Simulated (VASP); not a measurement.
Write the native input for VASP 6.6.1 that does the following.

```
Task                   : relaxation of cell and atoms
Functional             : PBE
Potentials or basis    : VASP PAW PBE potentials, release 64 (Rh_pv)
Cutoff                 : 600 eV
k mesh                 : 18 × 18 × 18
Occupations            : fermi-dirac, width 0.08 eV
Spin                   : no spin polarisation
Dipole correction      : no
Further INCAR settings : ALGO = Normal; EDIFF = 1e-06; IBRION = 2; EDIFFG = -0.005; NSW = 60; ISIF = 3
```

The structure of Rh lies in POSCAR:

```
Rh
1.0
   -2.3606972164      2.3606972164      1.2983834690
    2.3606972164     -2.3606972164      1.2983834690
    2.3606972164      2.3606972164     -1.2983834690
Rh
2
Direct
   -0.3750000000     -0.1250000000     -0.2500000000
    0.3750000000      0.1250000000      0.2500000000
```

The input as run:

INCAR

```
ALGO     = Normal         # electronic algorithm
EDIFF    = 1E-6           # SCF threshold, eV
EDIFFG   = -0.005         # ionic threshold
ENCUT    = 600            # plane-wave cutoff, eV
GGA      = PE             # functional
IBRION   = 2              # ionic algorithm
ISIF     = 3              # what is computed and relaxed
ISMEAR   = -1             # smearing method
LASPH    = T              # aspherical terms in the spheres
LCHARG   = F              # write CHGCAR
LREAL    = F              # projectors in reciprocal space
LWAVE    = F              # write WAVECAR
NELM     = 60             # most SCF steps
NSW      = 60             # ionic steps
PREC     = Accurate       # precision mode
SIGMA    = 0.08           # smearing width, eV
```

KPOINTS

```
k-points
0
Gamma
  18 18 18
```

Potentials or basis: VASP PAW PBE potentials, release 64 (Rh_pv).

The run is started by

```bash
$ cat potpaw_PBE.64/Rh_pv/POTCAR > POTCAR
$ mpirun -np 1 vasp_std > vasp.out
```

Results of the run:

```json
{
  "Relaxed volume": "15.61 Å³/atom",
  "Relaxed cell": "a = 3.650 Å, b = 3.650 Å, c = 3.650 Å, α = 98.00°, β = 98.00°, γ = 136.20°",
  "Space group after relaxing (to 0.1 Å)": "I4_1/amd (No. 141)",
  "Energy gained by relaxing": "68.6 meV/atom",
  "Ionic steps": "12",
  "Pressure after relaxing": "0.0 GPa",
  "Band gap on the k mesh": "zero (bands 15 and 16 overlap by 1.98 eV)"
}
```

It took 45 min on 1 thread of Intel Xeon 8259CL, on a shared host, peak memory 0.37 GiB.
